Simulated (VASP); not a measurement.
Write the native input for VASP 6.6.1 that does the following.

| Property | Result |
| --- | --- |
| Task | single point |
| Functional | LDA |
| Potentials or basis | VASP PAW LDA potentials, release 64 (Hg, Te) |
| Cutoff | 500 eV |
| k mesh | 4 × 4 × 4 |
| Occupations | fermi-dirac, width 0.02 eV |
| Spin | no spin polarisation |
| Dipole correction | no |
| Further INCAR settings | ALGO = Normal; EDIFF = 1e-06; NBANDS = 16 |

The structure of HgTe lies in POSCAR:

```
HgTe
1.0
    3.7903382849      0.0000000000      0.0000000000
    0.0000000000      3.7903382849      0.0000000000
    0.0000000000      0.0000000000      3.7903382849
Hg Te
1 1
Direct
    0.0000000000      0.0000000000      0.0000000000
    0.5000000000      0.5000000000      0.5000000000
```

The input as run:

INCAR

```
SYSTEM = HgTe
  ALGO = Normal
  EDIFF = 1E-6
  ENCUT = 500
  GGA_COMPAT = .FALSE.
  ISIF = 2
  ISMEAR = -1
  LASPH = .TRUE.
  LCHARG = .FALSE.
  LREAL = .FALSE.
  LWAVE = .FALSE.
  NBANDS = 16
  NELM = 120
  PREC = Accurate
  SIGMA = 0.02
```

KPOINTS

```
k-points
0
G
  4 4 4
  0 0 0
```

Potentials or basis: VASP PAW LDA potentials, release 64 (Hg, Te).

The run is started by

```console
$ cat potpaw_LDA.64/Hg/POTCAR potpaw_LDA.64/Te/POTCAR > POTCAR
$ mpirun -np 1 vasp_std > vasp.out
```

Results of the run:

The pressure is -4.3 GPa. The band gap on the k mesh is zero (bands 9 and 10 overlap by 1.63 eV).

Caveat: the k points lie up to 0.41 Å⁻¹ apart, too coarse for converged energies and pressures of a metal; spin-orbit coupling is left out, which moves the levels of the heavy elements.

It took 3.7 s on 1 thread of Intel(R) Xeon(R) 6975P-C (Granite Rapids), with other jobs on the host, peak memory 0.14 GiB.
